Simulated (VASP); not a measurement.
# CdS (Hawleyite) (I-4m2) in VASP: notebook

Aim: see how the results for CdS (Hawleyite) move with the level of theory and the settings. Levels: PBE, r2SCAN. Tasks: single point.

All numbers are computed with VASP 6.6.1; they aren't measurements. Logs are shortened: lines on timing, memory, paths and dates and some standing lists are left out, and cuts for length are marked.

## (1) The cell of the first run

It takes space group I-4m2 (No. 119, tetragonal). The conventional cell has a = 4.157 Å, b = 4.157 Å, c = 5.610 Å, α = 90.00°, β = 90.00°, γ = 90.00°. Within 3.3 Å of Cd (site symmetry -4m2) lie 4 S at 2.51 Å. Within 3.3 Å of S (site symmetry -4m2) lie 4 Cd at 2.51 Å.

## (2) Single point, PBE (uniaxial z strain -4.6%)

Contents of INCAR:

```
  PREC = Accurate
  ENCUT = 520
  EDIFF = 1E-6
  ISMEAR = -1
  SIGMA = 0.02
  LREAL = False
  LASPH = True
  NELM = 80
  ALGO = Normal
  ISIF = 2
  LWAVE = False
  LCHARG = False
  GGA = PE
  NBANDS = 16
```

Contents of KPOINTS:

```
Automatic mesh
0
Gamma
  8 8 8
```

Contents of POSCAR:

```
CdS
1.0
    0.0000000000      2.9392138902      2.8051857368
    2.9392138902      0.0000000000      2.8051857368
    2.9392138902      2.9392138902      0.0000000000
Cd S
1 1
Direct
    0.0000000000      0.0000000000      0.0000000000
    0.2500000000      0.2500000000      0.2500000000
```

Potentials or basis: VASP PAW PBE potentials, release 64 (Cd, S).

Launch:

```
> cat potpaw_PBE.64/Cd/POTCAR potpaw_PBE.64/S/POTCAR > POTCAR
> mpirun -np 1 vasp_std > vasp.out
```

OUTCAR:

```text
PREC = Accurate
   ENCUT = 520
   EDIFF = 1E-6
   ISMEAR = -1
   LREAL = False
   LASPH = True
   NELM = 80
   ISIF = 2
   GGA = PE

 ion  position               nearest neighbor table
   1  0.000  0.000  0.000-   2 2.51   2 2.51   2 2.51   2 2.51
   2  0.250  0.250  0.250-   1 2.51   1 2.51   1 2.51   1 2.51

  LATTYP: Found a body centered tetragonal cell.
 ALAT       =     4.1566761462
 C/A-ratio  =     1.3497254239

  Lattice vectors:

 A1 = (   0.0000000000,  -2.9392138902,  -2.8051857368)
 A2 = (   0.0000000000,   2.9392138902,  -2.8051857368)
 A3 = (   2.9392138902,   0.0000000000,   2.8051857368)

Analysis of symmetry for initial positions (statically):
=====================================================================
 Subroutine PRICEL returns:
 Original cell was already a primitive cell.

 Routine SETGRP: Setting up the symmetry group for a
 body centered tetragonal supercell.

 Subroutine GETGRP returns: Found  8 space group operations
 (whereof  8 operations were pure point group operations)
 out of a pool of 16 trial point group operations.

The static configuration has the point symmetry D_2d.

Analysis of symmetry for dynamics (positions and initial velocities):
=====================================================================
 Subroutine PRICEL returns:
 Original cell was already a primitive cell.

 Routine SETGRP: Setting up the symmetry group for a
 body centered tetragonal supercell.

 Subroutine GETGRP returns: Found  8 space group operations
 (whereof  8 operations were pure point group operations)
 out of a pool of 16 trial point group operations.

The dynamic configuration has the point symmetry D_2d.

 Subroutine INISYM returns: Found  8 space group operations
 (whereof  8 operations are pure point group operations),
 and found     1 'primitive' translations

----------------------------------------------------------------------------------------

                                     Primitive cell

  volume of cell :      48.4679

  direct lattice vectors                    reciprocal lattice vectors
     0.000000000  2.939213890  2.805185737    -0.170113513  0.170113513  0.178241317
     2.939213890  0.000000000  2.805185737     0.170113513 -0.170113513  0.178241317
     2.939213890  2.939213890  0.000000000     0.170113513  0.170113513 -0.178241317

  length of vectors
     4.063009391  4.063009391  4.156676146     0.299411392  0.299411392  0.299411392

  position of ions in fractional coordinates (direct lattice)
     0.000000000  0.000000000  0.000000000
     0.250000000  0.250000000  0.250000000

  ion indices of the primitive-cell ions
   primitive index   ion index
                 1           1
                 2           2

----------------------------------------------------------------------------------------

 KPOINTS: Automatic mesh

Automatic generation of k-mesh.
 Grid dimensions read from file:
 generate k-points for:    8    8    8

 Generating k-lattice:

  Cartesian coordinates                     Fractional coordinates (reciprocal lattice)
    -0.021264189  0.021264189  0.022280165     0.125000000  0.000000000  0.000000000
     0.021264189 -0.021264189  0.022280165     0.000000000  0.125000000  0.000000000
     0.021264189  0.021264189 -0.022280165     0.000000000  0.000000000  0.125000000

  Length of vectors
     0.037426424  0.037426424  0.037426424

  Shift w.r.t. Gamma in fractional coordinates (k-lattice)
     0.000000000  0.000000000  0.000000000

 Subroutine IBZKPT returns following result:
 ===========================================

 Found     59 irreducible k-points:

 Following reciprocal coordinates:
            Coordinates               Weight
  0.000000  0.000000  0.000000      1.000000
  0.125000 -0.000000  0.000000      8.000000
  0.250000 -0.000000  0.000000      8.000000
  0.375000  0.000000  0.000000      8.000000
  0.500000 -0.000000  0.000000      4.000000
  0.125000  0.125000  0.000000      2.000000
[... 16 lines left out ...]
  0.250000 -0.000000  0.125000     16.000000
  0.375000  0.000000  0.125000     16.000000
 [... further k-points ...]
   k-points           NKPTS =     59   k-points in BZ     NKDIM =     59   number of bands    NBANDS=     16
   number of dos      NEDOS =    301   number of ions     NIONS =      2
   total plane-waves  NPLWV =  28800
   dimension x,y,z NGX =    30 NGY =   30 NGZ =   32
   dimension x,y,z NGXF=    60 NGYF=   60 NGZF=   64
   ions per type =               1   1
   NGX,Y,Z   is equivalent  to a cutoff of  12.28, 12.28, 12.80 a.u.
   NGXF,Y,Z  is equivalent  to a cutoff of  24.55, 24.55, 25.60 a.u.
 SYSTEM =  unknown system
   PREC   = accura    normal or accurate (medium, high low for compatibility)
   ISTART =      0    job   : 0-new  1-cont  2-samecut
   ICHARG =      2    charge: 1-file 2-atom 10-const
   ISPIN  =      1    spin polarized calculation?
   LNONCOLLINEAR =      F non collinear calculations
   LSORBIT =      F    spin-orbit coupling
   LASPH  =      T    aspherical Exc in radial PAW
   ENCUT  =  520.0 eV  38.22 Ry    6.18 a.u.   7.55  7.55  7.73*2*pi/ulx,y,z
   NELM   =     80;   NELMIN=  2; NELMDL= -5     # of ELM steps
   EDIFF  = 0.1E-05   stopping-criterion for ELM
   LREAL  =      F    real-space projection
   EDIFFG = 0.1E-04   stopping-criterion for IOM
   NSW    =      0    number of steps for IOM
   IBRION =     -1    ionic relax: 0-MD 1-quasi-New 2-CG
   NFREE  =      0    steps in history (QN), initial steepest desc. (CG)
   ISIF   =      2    stress and relaxation
   ISYM   =      2    0-nonsym 1-usesym 2-fastsym
   POTIM  = 0.5000    time-step for ionic-motion
   TEBEG  =    0.0;   TEEND  =   0.0 temperature during run
   PSTRESS=    0.0 pullay stress
   NELECT =      18.0000    total number of electrons
   NUPDOWN=      -1.0000    fix difference up-down
   EMIN   =  10.00;   EMAX   =-10.00  energy-range for DOS
   EFERMI =   0.00;   METHOD = LEGACY
   ISMEAR =    -1;   SIGMA  =   0.02  broadening in eV -4-tet -1-fermi 0-gaus
   EFERMI_NEDOS =   21; number of points for ismear=-14 and -15
   IALGO  =     38    algorithm
   IMIX   =      4    mixing-type and parameters
     AMIX     =   0.40;   BMIX     =  1.00
     AMIX_MAG =   1.60;   BMIX_MAG =  1.00
  volume/ion in A,a.u.               =      24.23       163.54
  Fermi-wavevector in a.u.,A,eV,Ry     =   1.176741  2.223719 18.840261  1.384720
  Thomas-Fermi vector in A             =   2.313100
   LORBIT       =      0    0 simple, 1 ext, 2 COOP (PROOUT), +10 PAW based schemes
   GGA     = PE    functional components
   LHFCALC =     F    Hartree Fock is set to
   AEXX    =    0.0000 exact exchange contribution
   IVDW    =     0    specifies the selected vdW correction
   LEPSILON=     F    determine dielectric tensor
   LRPA    =     F    only Hartree local field effects (RPA)
 non-spin polarized calculation
  energy-cutoff  :      520.00
  volume of cell :       48.47
 maximum number of plane-waves:      1326
   NGX = 15   NGY = 15   NGZ = 15

 number of electron      18.0000001 magnetization

 Free energy of the ion-electron system (eV)
  ---------------------------------------------------
  ext. energy  EPLUGINS =         0.00000000
  ---------------------------------------------------
  free energy    TOTEN  =        -6.08942599 eV

  energy without entropy =       -6.08942599  energy(sigma->0) =       -6.08942599

 E-fermi :   1.9818     XC(G=0):  -9.2622

 val. band max:        1.6002952045   @ k =   0.0000   0.0000   0.0000
 cond. band min:       2.7126943380   @ k =   0.0000   0.0000   0.0000
 fundamental gap:      1.1123991335
 Fermi energy:         1.9818357983

 k-point     1 :       0.0000    0.0000    0.0000
  band No.  band energies     occupation
      1     -10.9946      2.00000
      2      -6.3052      2.00000
      3      -6.3052      2.00000
      4      -6.2781      2.00000
      5      -5.7978      2.00000
      6      -5.7762      2.00000
[... 8 lines left out ...]
     15      13.0153      0.00000
     16      13.3444      0.00000

 k-point     2 :       0.1250   -0.0000    0.0000
  band No.  band energies     occupation
      1     -10.9291      2.00000
      2      -6.2818      2.00000
      3      -6.2689      2.00000
      4      -6.2365      2.00000
      5      -5.7969      2.00000
      6      -5.7791      2.00000
[... 8 lines left out ...]
     15      12.5684      0.00000
     16      13.6863      0.00000

 k-point     3 :       0.2500   -0.0000    0.0000
  band No.  band energies     occupation
      1     -10.7698      2.00000
      2      -6.2325      2.00000
      3      -6.2107      2.00000
      4      -6.0452      2.00000
      5      -5.7847      2.00000
      6      -5.7782      2.00000
[... 8 lines left out ...]
     15      12.1952      0.00000
     16      13.0360      0.00000

 k-point     4 :       0.3750    0.0000    0.0000
  band No.  band energies     occupation
      1     -10.6105      2.00000
      2      -6.1964      2.00000
      3      -6.1670      2.00000
      4      -5.7735      2.00000
      5      -5.7547      2.00000
      6      -5.6635      2.00000
[... 8 lines left out ...]
     15      13.1195      0.00000
     16      13.1196      0.00000
[... 324 lines left out ...]
 k-point    22 :       0.1250    0.0000    0.1250
  band No.  band energies     occupation
      1     -10.9093      2.00000
      2      -6.2621      2.00000
      3      -6.2596      2.00000
      4      -6.2309      2.00000
      5      -5.8112      2.00000
      6      -5.7683      2.00000
[... 8 lines left out ...]
     15      13.1616      0.00000
     16      14.2749      0.00000

 k-point    23 :       0.2500   -0.0000    0.1250
  band No.  band energies     occupation
      1     -10.7828      2.00000
      2      -6.2254      2.00000
      3      -6.1871      2.00000
      4      -6.1098      2.00000
      5      -5.8148      2.00000
      6      -5.7574      2.00000
[... 8 lines left out ...]
     15      12.9999      0.00000
     16      14.4600      0.00000

 k-point    24 :       0.3750    0.0000    0.1250
  band No.  band energies     occupation
      1     -10.6239      2.00000
      2      -6.1873      2.00000
      3      -6.1372      2.00000
      4      -5.8662      2.00000
      5      -5.7566      2.00000
      6      -5.7071      2.00000
[... 8 lines left out ...]
     15      13.3996      0.00000
     16      13.8934      0.00000

 [... further k-points ...]
[... 5 lines left out ...]
  --------------------------------------------------------------------------------------
  -------------------------------------------------------------------------------------
  Total        1.3948681      1.3948681      1.5693045      0.0000000      0.0000000      0.0000000
  in kB       46.1094283     46.1094283     51.8756806      0.0000000      0.0000000      0.0000000
  external PRESSURE =      48.0315124 kB  Pullay stress =       0.0000000 kB

 VOLUME and BASIS-vectors are now :
 -----------------------------------------------------------------------------
  energy-cutoff  :      520.00
  volume of cell :       48.47
      direct lattice vectors                 reciprocal lattice vectors
     0.000000000  2.939213890  2.805185737    -0.170113513  0.170113513  0.178241317
     2.939213890  0.000000000  2.805185737     0.170113513 -0.170113513  0.178241317
     2.939213890  2.939213890  0.000000000     0.170113513  0.170113513 -0.178241317

 POSITION                                       TOTAL-FORCE (eV/Angst)
 -----------------------------------------------------------------------------------
      0.00000      0.00000      0.00000        -0.000000     -0.000000     -0.000000
      1.46961      1.46961      1.40259         0.000000      0.000000      0.000000
 -----------------------------------------------------------------------------------
    total drift:                                0.000001      0.000001      0.000005

  FREE ENERGIE OF THE ION-ELECTRON SYSTEM (eV)
  ---------------------------------------------------
  free  energy   TOTEN  =        -6.0894259877 eV

  energy  without entropy=       -6.0894259877  energy(sigma->0) =       -6.08942599
```

It took 61 s on 1 thread of AMD EPYC 7R13 (Zen 3), shared host; peak memory 0.16 GiB.

Results:

```
Free energy            : -6.0894 eV
Pressure               : 4.8 GPa
Band gap on the k mesh : 1.11 eV, direct
```

Stress tensor (GPa, compression positive):
```
4.61 0.00 0.00
0.00 4.61 0.00
0.00 0.00 5.19
```

Caveat: the cell differs from its parent crystal (uniaxial z strain -4.6%).

## (3) Single point, r2SCAN (uniaxial z strain -4.6%)

POSCAR is that of step 2.

Contents of INCAR.step1:

```
ALGO = Normal
EDIFF = 1E-4
ENCUT = 520
GGA = PE
ISMEAR = 0
LASPH = T
LCHARG = F
LREAL = F
LWAVE = T
NBANDS = 16
NELM = 60
PREC = Accurate
SIGMA = 0.01
```

Contents of INCAR.step2:

```
ALGO = Normal
EDIFF = 1E-7
ENCUT = 520
ISIF = 2
ISMEAR = 0
ISTART = 1
LASPH = T
LCHARG = F
LMIXTAU = T
LREAL = F
LWAVE = F
METAGGA = R2SCAN
NBANDS = 16
NELM = 60
PREC = Accurate
SIGMA = 0.01
```

Contents of KPOINTS:

```
k-points
0
Gamma
  8 8 8
```

Potentials or basis: VASP PAW PBE potentials, release 64 (Cd, S).

Launch:

```
> cat potpaw_PBE.64/Cd/POTCAR potpaw_PBE.64/S/POTCAR > POTCAR
> cp INCAR.step1 INCAR
> mpirun -np 1 vasp_std > vasp.out
> cp INCAR.step2 INCAR
> mpirun -np 1 vasp_std > vasp.out
```

OUTCAR:

```text
EDIFF = 1E-7
   ENCUT = 520
   ISIF = 2
   ISMEAR = 0
   ISTART = 1
   LASPH = T
   LREAL = F
   METAGGA = R2SCAN
   NELM = 60
   PREC = Accurate

 ion  position               nearest neighbor table
   1  0.000  0.000  0.000-   2 2.51   2 2.51   2 2.51   2 2.51
   2  0.250  0.250  0.250-   1 2.51   1 2.51   1 2.51   1 2.51

  LATTYP: Found a body centered tetragonal cell.
 ALAT       =     4.1566761462
 C/A-ratio  =     1.3497254239

  Lattice vectors:

 A1 = (   0.0000000000,  -2.9392138902,  -2.8051857368)
 A2 = (   0.0000000000,   2.9392138902,  -2.8051857368)
 A3 = (   2.9392138902,   0.0000000000,   2.8051857368)

Analysis of symmetry for initial positions (statically):
=====================================================================
 Subroutine PRICEL returns:
 Original cell was already a primitive cell.

 Routine SETGRP: Setting up the symmetry group for a
 body centered tetragonal supercell.

 Subroutine GETGRP returns: Found  8 space group operations
 (whereof  8 operations were pure point group operations)
 out of a pool of 16 trial point group operations.
[... 157 lines left out ...]
  ext. energy  EPLUGINS =         0.00000000
  ---------------------------------------------------
  free energy    TOTEN  =       -29.65641620 eV

  energy without entropy =      -29.65641620  energy(sigma->0) =      -29.65641620

 E-fermi :   1.3815     XC(G=0):  -9.8525

 val. band max:        1.3402456751   @ k =   0.0000   0.0000   0.0000
 cond. band min:       2.8976267296   @ k =   0.0000   0.0000   0.0000
 fundamental gap:      1.5573810544
 Fermi energy:         1.3814724123

 k-point     1 :       0.0000    0.0000    0.0000
  band No.  band energies     occupation
      1     -11.7684      2.00000
      2      -6.8082      2.00000
      3      -6.8081      2.00000
      4      -6.7807      2.00000
      5      -6.2628      2.00000
      6      -6.2433      2.00000
[... 433 lines left out ...]
      3      -6.6306      2.00000
      4      -6.3367      2.00000
      5      -6.2233      2.00000
      6      -6.1739      2.00000
[... 8 lines left out ...]
     15      13.6932      0.00000
     16      14.1687      0.00000

 [... further k-points ...]
[... 5 lines left out ...]
  --------------------------------------------------------------------------------------
  -------------------------------------------------------------------------------------
  Total        0.9750060      0.9750060      1.1487758      0.0000000     -0.0000000      0.0000000
  in kB       32.2302641     32.2302641     37.9744815      0.0000000     -0.0000000      0.0000000
  external PRESSURE =      34.1450032 kB  Pullay stress =       0.0000000 kB

 VOLUME and BASIS-vectors are now :
 -----------------------------------------------------------------------------
  energy-cutoff  :      520.00
  volume of cell :       48.47
      direct lattice vectors                 reciprocal lattice vectors
     0.000000000  2.939213890  2.805185737    -0.170113513  0.170113513  0.178241317
     2.939213890  0.000000000  2.805185737     0.170113513 -0.170113513  0.178241317
     2.939213890  2.939213890  0.000000000     0.170113513  0.170113513 -0.178241317

 POSITION                                       TOTAL-FORCE (eV/Angst)
 -----------------------------------------------------------------------------------
      0.00000      0.00000      0.00000         0.000000      0.000000     -0.000000
      1.46961      1.46961      1.40259        -0.000000     -0.000000      0.000000
 -----------------------------------------------------------------------------------
    total drift:                               -0.000062     -0.000062     -0.000097

  FREE ENERGIE OF THE ION-ELECTRON SYSTEM (eV)
  ---------------------------------------------------
  free  energy   TOTEN  =       -29.6564161979 eV

  energy  without entropy=      -29.6564161979  energy(sigma->0) =      -29.65641620
```

OSZICAR.step1:

```text
N       E                     dE             d eps       ncg     rms          rms(c)
DAV:   1     0.109240594376E+03    0.10924E+03   -0.90482E+03  1928   0.103E+03
DAV:   2    -0.242851266707E+01   -0.11167E+03   -0.10540E+03  2344   0.257E+02
DAV:   3    -0.660613483626E+01   -0.41776E+01   -0.41707E+01  2352   0.517E+01
DAV:   4    -0.663196446685E+01   -0.25830E-01   -0.25828E-01  2400   0.396E+00
DAV:   5    -0.663231032909E+01   -0.34586E-03   -0.34586E-03  2352   0.434E-01    0.854E+00
DAV:   6    -0.610937987696E+01    0.52293E+00   -0.82490E-01  2840   0.118E+01    0.678E+00
DAV:   7    -0.608905087421E+01    0.20329E-01   -0.20623E-01  2408   0.311E+00    0.325E+00
DAV:   8    -0.608934780817E+01   -0.29693E-03   -0.19429E-02  2256   0.179E+00    0.329E-01
DAV:   9    -0.608924661018E+01    0.10120E-03   -0.22630E-03  2312   0.724E-01    0.591E-02
DAV:  10    -0.608935504075E+01   -0.10843E-03   -0.24854E-04  2384   0.169E-01    0.637E-02
DAV:  11    -0.608943184823E+01   -0.76807E-04   -0.11587E-04  2072   0.903E-02
   1 F= -.60894318E+01 E0= -.60894318E+01  d E =-.963162E-35
```

Wall time 4.1 min (1 thread of AMD EPYC 7R13 (Zen 3), shared host); peak memory 0.17 GiB.

What came out:

```
Free energy            : -29.6564 eV
Pressure               : 3.4 GPa
Band gap on the k mesh : 1.56 eV, direct
```

Caveat: the cell differs from its parent crystal (uniaxial z strain -4.6%); the PAW data sets were made with another functional, which shifts forces and pressure a little.
